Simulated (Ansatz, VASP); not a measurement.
NaCl in VASP and in Ansatz

The input INCAR:

```
ALGO = Normal ; EDIFF = 1E-7
ENCUT = 520 ; GGA = PS
ISIF = 2 ; ISMEAR = 0
LASPH = True ; LCHARG = False
LREAL = False ; LWAVE = False
NBANDS = 14 ; NELM = 60
PREC = Accurate ; SIGMA = 0.05
```

Contents of KPOINTS:

```
k-points
0
Gamma
  6 6 6
```

The input POSCAR:

```
NaCl
1.0
    3.2220148000      0.0000000000      0.0000000000
    0.0000000000      3.2220148000      0.0000000000
    0.0000000000      0.0000000000      3.6422776000
Na Cl
1 1
Direct
    0.0000000000      0.0000000000      0.0000000000
    0.5000000000      0.5000000000      0.5000000000
```

Input for Ansatz:

```yaml
crystal:
  lattice:
    - [3.2220148, 0.0, 0.0]
    - [0.0, 3.2220148, 0.0]
    - [0.0, 0.0, 3.6422776]
  atoms:
    - { symbol: Na, position: [0.0, 0.0, 0.0] }
    - { symbol: Cl, position: [0.5, 0.5, 0.5] }
basis:
  ecutwfc: 420
kpoints:
  mp_grid: { grid: [6, 6, 6] }
hamiltonian:
  xc: pbesol
scf:
  occupations: { method: gaussian, width: 0.05 }
output:
  forces: true
  stress: true
  eigenvalues: true
```

Change from the starting cell: strain -0.080 along x and y, +0.040 along z, atoms carried along.

Alike in both runs: task single point; functional PBEsol; k mesh 6 × 6 × 6; occupations gaussian, width 0.05 eV; no spin polarisation.

|  | VASP | Ansatz |
| --- | --- | --- |
| version | VASP 6.6.1 | Ansatz 0.2.0 |
| potentials or method | VASP PAW PBE potentials, release 64 (Na_pv, Cl), cutoff 520 eV | scalar-relativistic, plane waves, PAW |
| valence electrons in the cell | 14 | 16 |

|  | VASP | Ansatz | Ansatz less VASP |
| --- | --- | --- | --- |
| gap on the k mesh at the Fermi level (eV) | 3.64 | 3.64 | +0.002 |
| least direct gap on the mesh (eV) | 4.18 | 4.18 | +0.002 |
| pressure (GPa) | 3.2 | 3.2 | -0.02 |
| traceless stress, the component that is largest in VASP (GPa) | -7.36 | -7.37 | -0.008 |

VASP's potentials were made for PBE, not for PBEsol. VASP's potentials hold 14 valence electrons a cell and Ansatz's 16, so a difference there can come from the potentials and not from the codes.
